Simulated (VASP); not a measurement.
# RuS2 (Pa-3) in VASP: electric field gradients with PBE

Aim: the electric field gradients of RuS2 with PBE.

Everything below comes from runs of VASP 6.6.1. Logs are shortened: lines on timing, memory, paths and dates and some standing lists are left out, and cuts for length are marked.

## 1. The cell of the first run

It takes space group Pa-3 (No. 205, cubic). The conventional cell has a = 5.631 Å, b = 5.631 Å, c = 5.631 Å, α = 90.00°, β = 90.00°, γ = 90.00°. Within 3.1 Å of Ru (site symmetry -3) lie 6 S at 2.36 Å. S (site symmetry 3) has 1 S at 2.18 Å and 3 Ru at 2.36 Å within 2.9 Å.

## 2. Electric field gradients, PBE, collinear spin, ferromagnetic start

INCAR reads:

```
SYSTEM = RuS2
PREC = Accurate ; ENCUT = 520
EDIFF = 1E-8 ; ISMEAR = -1
SIGMA = 0.02 ; LREAL = .FALSE.
LASPH = .TRUE. ; NELM = 150
ALGO = Normal ; ISIF = 2
LWAVE = .FALSE. ; LCHARG = .FALSE.
ISPIN = 2 ; MAGMOM = 2 2 2 2 0 0 0 0 0 0 0 0
LORBIT = 11 ; LMAXMIX = 4
GGA = PE ; LEFG = .TRUE.
NBANDS = 68
```

KPOINTS reads:

```
regular mesh
0
G
  5 5 5
  0 0 0
```

POSCAR reads:

```
RuS2
1.0
    5.6306097200      0.0000000000      0.0000000000
    0.0000000000      5.6306097200      0.0000000000
    0.0000000000      0.0000000000      5.6306097200
Ru S
4 8
Direct
    0.0000000000      0.5000000000      0.5000000000
    0.5000000000      0.5000000000      0.0000000000
    0.5000000000      0.0000000000      0.5000000000
    0.0000000000      0.0000000000      0.0000000000
    0.3882041700      0.1117958300      0.8882041700
    0.1117958300      0.8882041700      0.3882041700
    0.8882041700      0.3882041700      0.1117958300
    0.6117958300      0.6117958300      0.6117958300
    0.3882041700      0.3882041700      0.3882041700
    0.1117958300      0.6117958300      0.8882041700
    0.8882041700      0.1117958300      0.6117958300
    0.6117958300      0.8882041700      0.1117958300
```

Potentials or basis: VASP PAW PBE potentials, release 64 (Ru_pv, S).

On the command line:

```
$ cat potpaw_PBE.64/Ru_pv/POTCAR potpaw_PBE.64/S/POTCAR > POTCAR
$ mpirun -np 1 vasp_std > vasp.out
```

OUTCAR:

```text
SYSTEM = RuS2
   PREC = Accurate
   ENCUT = 520
   EDIFF = 1E-8
   ISMEAR = -1
   LREAL = .FALSE.
   LASPH = .TRUE.
   NELM = 150
   ISIF = 2
   ISPIN = 2
   LORBIT = 11
   GGA = PE

 ion  position               nearest neighbor table
   1  0.000  0.500  0.500-   6 2.36   7 2.36   8 2.36   9 2.36  10 2.36  11 2.36
   2  0.500  0.500  0.000-   5 2.36   7 2.36   8 2.36   9 2.36  10 2.36  12 2.36
   3  0.500  0.000  0.500-   5 2.36   6 2.36   8 2.36   9 2.36  11 2.36  12 2.36
   4  0.000  0.000  0.000-   5 2.36   6 2.36   7 2.36  10 2.36  11 2.36  12 2.36
   5  0.388  0.112  0.888-  12 2.18   3 2.36   4 2.36   2 2.36
   6  0.112  0.888  0.388-  11 2.18   3 2.36   4 2.36   1 2.36
   7  0.888  0.388  0.112-  10 2.18   2 2.36   4 2.36   1 2.36
   8  0.612  0.612  0.612-   9 2.18   2 2.36   3 2.36   1 2.36
   9  0.388  0.388  0.388-   8 2.18   2 2.36   3 2.36   1 2.36
  10  0.112  0.612  0.888-   7 2.18   2 2.36   4 2.36   1 2.36
  11  0.888  0.112  0.612-   6 2.18   3 2.36   4 2.36   1 2.36
  12  0.612  0.888  0.112-   5 2.18   3 2.36   4 2.36   2 2.36

  LATTYP: Found a simple cubic cell.
 ALAT       =     5.6306097200

  Lattice vectors:

 A1 = (   5.6306097200,   0.0000000000,   0.0000000000)
 A2 = (   0.0000000000,   5.6306097200,   0.0000000000)
 A3 = (   0.0000000000,   0.0000000000,   5.6306097200)

Analysis of symmetry for initial positions (statically):
=====================================================================
 Subroutine PRICEL returns:
 Original cell was already a primitive cell.

 Routine SETGRP: Setting up the symmetry group for a
 simple cubic supercell.

 Subroutine GETGRP returns: Found 24 space group operations
 (whereof  6 operations were pure point group operations)
 out of a pool of 48 trial point group operations.

The static configuration has the point symmetry S_6 .
 The point group associated with its full space group is T_h .

Analysis of symmetry for dynamics (positions and initial velocities):
=====================================================================
 Subroutine PRICEL returns:
 Original cell was already a primitive cell.

 Routine SETGRP: Setting up the symmetry group for a
 simple cubic supercell.

 Subroutine GETGRP returns: Found 24 space group operations
 (whereof  6 operations were pure point group operations)
 out of a pool of 48 trial point group operations.

The dynamic configuration has the point symmetry S_6 .
 The point group associated with its full space group is T_h .

Analysis of structural, dynamic, and magnetic symmetry:
[... 1692 lines left out ...]
  ---------------------------------------------------
  free  energy   TOTEN  =       -76.5845448742 eV

  energy  without entropy=      -76.5845448738  energy(sigma->0) =      -76.58454487

 Electric field gradients (V/A^2)
---------------------------------------------------------------------
 ion       V_xx      V_yy      V_zz      V_xy      V_xz      V_yz
---------------------------------------------------------------------
   1       0.000     0.000    -0.000    15.791   -15.791    15.791
   2       0.000     0.000    -0.000    15.791    15.791   -15.791
   3       0.000     0.000    -0.000   -15.791    15.791    15.791
   4       0.000     0.000    -0.000   -15.791   -15.791   -15.791
   5      -0.000    -0.000     0.000   -72.235    72.235   -72.235
   6      -0.000    -0.000     0.000   -72.235   -72.235    72.235
   7       0.000    -0.000     0.000    72.235   -72.235   -72.235
   8      -0.000    -0.000     0.000    72.235    72.235    72.235
   9      -0.000    -0.000     0.000    72.235    72.235    72.235
  10      -0.000    -0.000     0.000    72.235   -72.235   -72.235
  11      -0.000    -0.000     0.000   -72.235   -72.235    72.235
  12      -0.000    -0.000     0.000   -72.235    72.235   -72.235
---------------------------------------------------------------------

 Electric field gradients after diagonalization (V/A^2)
 (convention: |V_zz| > |V_xx| > |V_yy|)
----------------------------------------------------------------------
 ion       V_xx      V_yy      V_zz     asymmetry (V_yy - V_xx)/ V_zz
----------------------------------------------------------------------
   1      15.791    15.791   -31.582       0.000
   2      15.791    15.791   -31.582       0.000
   3      15.791    15.791   -31.582       0.000
   4      15.791    15.791   -31.582       0.000
   5     -72.235   -72.235   144.469       0.000
   6     -72.235   -72.235   144.469       0.000
   7     -72.235   -72.235   144.469       0.000
   8     -72.235   -72.235   144.469       0.000
   9     -72.235   -72.235   144.469       0.000
  10     -72.235   -72.235   144.469       0.000
  11     -72.235   -72.235   144.469       0.000
  12     -72.235   -72.235   144.469       0.000
----------------------------------------------------------------------

           NMR quadrupolar parameters

 Cq : quadrupolar parameter    Cq=e*Q*V_zz/h
 eta: asymmetry parameters     (V_yy - V_xx)/ V_zz
 Q  : nuclear electric quadrupole moment in mb (millibarn)
----------------------------------------------------------------------
 ion       Cq(MHz)       eta       Q (mb)
----------------------------------------------------------------------
   1      -0.076       0.000       1.000
   2      -0.076       0.000       1.000
   3      -0.076       0.000       1.000
   4      -0.076       0.000       1.000
   5       0.349       0.000       1.000
   6       0.349       0.000       1.000
   7       0.349       0.000       1.000
   8       0.349       0.000       1.000
   9       0.349       0.000       1.000
  10       0.349       0.000       1.000
  11       0.349       0.000       1.000
  12       0.349       0.000       1.000
----------------------------------------------------------------------

 total charge

# of ion       s       p       d       tot
------------------------------------------
    1        0.327   6.302   6.124  12.753
    2        0.327   6.302   6.124  12.753
    3        0.327   6.302   6.124  12.753
    4        0.327   6.302   6.124  12.753
    5        1.342   2.295   0.000   3.638
    6        1.342   2.295   0.000   3.638
    7        1.342   2.295   0.000   3.638
    8        1.342   2.295   0.000   3.638
    9        1.342   2.295   0.000   3.638
   10        1.342   2.295   0.000   3.638
   11        1.342   2.295   0.000   3.638
   12        1.342   2.295   0.000   3.638
--------------------------------------------------
tot         12.045  43.574  24.495  80.113

 magnetization (x)

# of ion       s       p       d       tot
------------------------------------------
    1        0.000  -0.000  -0.000  -0.000
    2        0.000  -0.000  -0.000  -0.000
    3        0.000  -0.000  -0.000  -0.000
    4        0.000  -0.000  -0.000  -0.000
    5       -0.000  -0.000   0.000  -0.000
    6       -0.000  -0.000   0.000  -0.000
    7       -0.000  -0.000   0.000  -0.000
    8       -0.000  -0.000   0.000  -0.000
    9       -0.000  -0.000   0.000  -0.000
   10       -0.000  -0.000   0.000  -0.000
   11       -0.000  -0.000   0.000  -0.000
   12       -0.000  -0.000   0.000  -0.000
--------------------------------------------------
tot          0.000  -0.000  -0.000  -0.000
```

Run time: 5.8 min. Hardware: 1 thread of Intel Xeon Platinum 8375C at 2.90GHz (Ice Lake), shared host; peak memory 0.39 GiB.

Results:

```yaml
Free_energy: -76.5845 eV
Pressure: 1.4 GPa
Largest_force: 0.188 eV/Å
Band_gap_on_the_k_mesh: 0.74 eV (least direct gap 0.95 eV)
Net_moment: 0.00 μB per cell
Largest_electric_field_gradient_by_atom: Ru -31.6; S +144.5 V/Å²
Valence_electrons_inside_the_program's_atomic_spheres: Ru 12.75; S 3.64
```

Forces in eV/Å, atoms in the order of the input:
```
Ru   0.000  0.000  0.000
Ru   0.000  0.000  0.000
Ru   0.000  0.000  0.000
Ru   0.000  0.000  0.000
S   -0.109  0.109 -0.109
S    0.109 -0.109 -0.109
S   -0.109 -0.109  0.109
S    0.109  0.109  0.109
S   -0.109 -0.109 -0.109
S    0.109  0.109 -0.109
S   -0.109  0.109  0.109
S    0.109 -0.109  0.109
```

Levels at points of the mesh, in eV from the valence-band top:
Spin up:
```
           k point  band 48  band 49  band 50  band 51  band 52  band 53  band 54  band 55  band 56  band 57
(0.00, 0.00, 0.00)    -0.61    -0.52    -0.52    -0.52    -0.21     0.74     2.55     2.55     2.55     2.68
```
Spin down:
| k point | band 49 | band 50 | band 51 | band 52 | band 53 | band 54 | band 55 | band 56 |
| --- | --- | --- | --- | --- | --- | --- | --- | --- |
| (0.00, 0.00, 0.00) | -0.52 | -0.52 | -0.52 | -0.21 | 0.74 | 2.55 | 2.55 | 2.55 |

Electric field gradients, principal values (V/Å²):
| atom | least | middle | greatest (by size) |
| --- | --- | --- | --- |
| 1 Ru | 15.791 | 15.791 | -31.582 |
| 2 Ru | 15.791 | 15.791 | -31.582 |
| 3 Ru | 15.791 | 15.791 | -31.582 |
| 4 Ru | 15.791 | 15.791 | -31.582 |
| 5 S | -72.235 | -72.235 | 144.469 |
| 6 S | -72.235 | -72.235 | 144.469 |
| 7 S | -72.235 | -72.235 | 144.469 |
| 8 S | -72.235 | -72.235 | 144.469 |
| 9 S | -72.235 | -72.235 | 144.469 |
| 10 S | -72.235 | -72.235 | 144.469 |
| 11 S | -72.235 | -72.235 | 144.469 |
| 12 S | -72.235 | -72.235 | 144.469 |

Caveat: without QUAD_EFG the Cq values of the log hold for a quadrupole moment of 1 mb, not for the nuclei; an odd mesh through Γ misses points on the zone boundary, where band edges can lie.
